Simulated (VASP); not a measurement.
A run of VASP 6.6.1 is set up as follows.

Contents of INCAR:

```
ALGO = Normal ; EDIFF = 1E-6
ENCUT = 520 ; ISIF = 2
ISMEAR = 0 ; LASPH = True
LCHARG = False ; LREAL = False
LWAVE = False ; NBANDS = 16
NELM = 80 ; PREC = Accurate
SIGMA = 0.01
```

Contents of KPOINTS:

```
k-points
0
Gamma
  6 6 6
```

The input POSCAR:

```
CdTe
1.0
    3.2210250000      3.2210250000      0.0000000000
   -3.2210250000      3.2210250000      0.0000000000
    0.0000000000      3.2210250000      3.1953850000
Cd Te
1 1
Direct
    0.0000000000      0.0000000000      0.0000000000
    0.7500000000      0.2500000000      0.5000000000
```

Potentials or basis: VASP PAW LDA potentials, release 64 (Cd, Te).

Command:

```console
$ cat potpaw_LDA.64/Cd/POTCAR potpaw_LDA.64/Te/POTCAR > POTCAR
$ mpirun -np 1 vasp_std > vasp.out
```

(1) Estimate the pressure.

(2) Estimate the band gap on the k mesh.

Results:

(1) -0.1 GPa.

(2) 0.61 eV, direct.

Caveat: the cell differs from its parent crystal (in-plane strain +0.005); spin-orbit coupling is left out, which moves the levels of the heavy elements.
